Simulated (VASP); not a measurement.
Wanted: the native input for a VASP 6.6.1 run.

```yaml
Task: single point
Functional: PBE
Dispersion: D3(BJ)
Potentials_or_basis: VASP PAW PBE potentials, release 64 (W_sv, Se)
Cutoff: 520 eV
k_mesh: 9 × 9 × 4
Occupations: gaussian, width 0.05 eV
Spin: no spin polarisation
Dipole_correction: no
Further_INCAR_settings: ALGO = Normal; EDIFF = 1e-07; NBANDS = 20
```

The structure of WSe2 lies in POSCAR:

```
WSe2
1.0
    3.1893814957      0.0000000000      0.0000000000
   -1.5946907479      2.7620853977      0.0000000000
    0.0000000000      0.0000000000      7.4047870187
W Se
1 2
Direct
    0.0000000000      0.0000000000      0.0000000000
    0.3333333333      0.6666666667      0.2524432937
    0.3333333333      0.6666666667      0.7475567063
```

This cell differs from its parent crystal: atoms shifted along a free coordinate, c/a of the conventional cell at fixed volume 2.3217.

These files were run (other wordings do the same):

INCAR

```
PREC = Accurate
ENCUT = 520
EDIFF = 1E-7
ISMEAR = 0
SIGMA = 0.05
LREAL = False
LASPH = True
NELM = 60
ALGO = Normal
ISIF = 2
LWAVE = False
LCHARG = False
GGA = PE
IVDW = 12
NBANDS = 20
```

KPOINTS

```
regular mesh
0
Gamma
  9 9 4
```

Potentials or basis: VASP PAW PBE potentials, release 64 (W_sv, Se).

Command:

```sh
$ cat potpaw_PBE.64/W_sv/POTCAR potpaw_PBE.64/Se/POTCAR > POTCAR
$ mpirun -np 1 vasp_std > vasp.out
```

It gave:

```yaml
Pressure: -6.7 GPa
Largest_force: 2.084 eV/Å
Band_gap_on_the_k_mesh: 0.79 eV (least direct gap 1.41 eV)
Dispersion_energy_per_atom: -0.432 eV
```

Caveat: the cell stands under tension; spin-orbit coupling is left out, which moves the levels of the heavy elements; an odd mesh through Γ misses points on the zone boundary, where band edges can lie; forces of over 1 eV/Å act on the atoms, so gaps and moduli don't describe the material at rest.

It took 48 s on 1 thread of Intel Xeon 8259CL (shared host), peak memory 0.21 GiB.
